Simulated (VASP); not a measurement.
Wanted: the native input for a VASP 6.6.1 run.

* Task: single point
* Functional: PBE
* Potentials or basis: VASP PAW PBE potentials, release 64 (Hf_pv, N)
* Cutoff: 600 eV
* k mesh: 10 × 10 × 10
* Occupations: methfessel-paxton, width 0.1 eV
* Spin: no spin polarisation
* Dipole correction: no
* Further INCAR settings: ALGO = Normal; EDIFF = 1e-06; NBANDS = 14

The structure of HfN lies in POSCAR:

```
HfN
1.0
    0.0000000000      2.2560000000      2.2560000000
    2.2560000000      0.0000000000      2.2560000000
    2.2560000000      2.2560000000      0.0000000000
Hf N
1 1
Direct
    0.0000000000      0.0000000000      0.0000000000
    0.5000000000      0.5000000000      0.5000000000
```

These files were run (other wordings do the same):

INCAR

```
PREC     = Accurate       # precision mode
ENCUT    = 600            # plane-wave cutoff, eV
EDIFF    = 1E-6           # SCF threshold, eV
ISMEAR   = 1              # smearing method
SIGMA    = 0.1            # smearing width, eV
LREAL    = False          # projectors in reciprocal space
LASPH    = True           # aspherical terms in the spheres
NELM     = 120            # most SCF steps
ALGO     = Normal         # electronic algorithm
ISIF     = 2              # what is computed and relaxed
LWAVE    = False          # write WAVECAR
LCHARG   = False          # write CHGCAR
GGA      = PE             # functional
NBANDS   = 14             # bands
GGA_COMPAT= False
```

KPOINTS

```
regular mesh
0
Gamma
  10 10 10
```

Potentials or basis: VASP PAW PBE potentials, release 64 (Hf_pv, N).

Run with:

```bash
$ cat potpaw_PBE.64/Hf_pv/POTCAR potpaw_PBE.64/N/POTCAR > POTCAR
$ mpirun -np 1 vasp_std > vasp.out
```

Results of the run:

* Pressure: 4.1 GPa
* Band gap on the k mesh: zero (an odd number of electrons rules out a gap without spin polarisation)

Caveat: the cell stands under pressure; spin-orbit coupling is left out, which moves the levels of the heavy elements.

Run time: 42 s on 1 thread of Intel Xeon 8259CL, with other jobs on the host, peak memory 0.14 GiB.
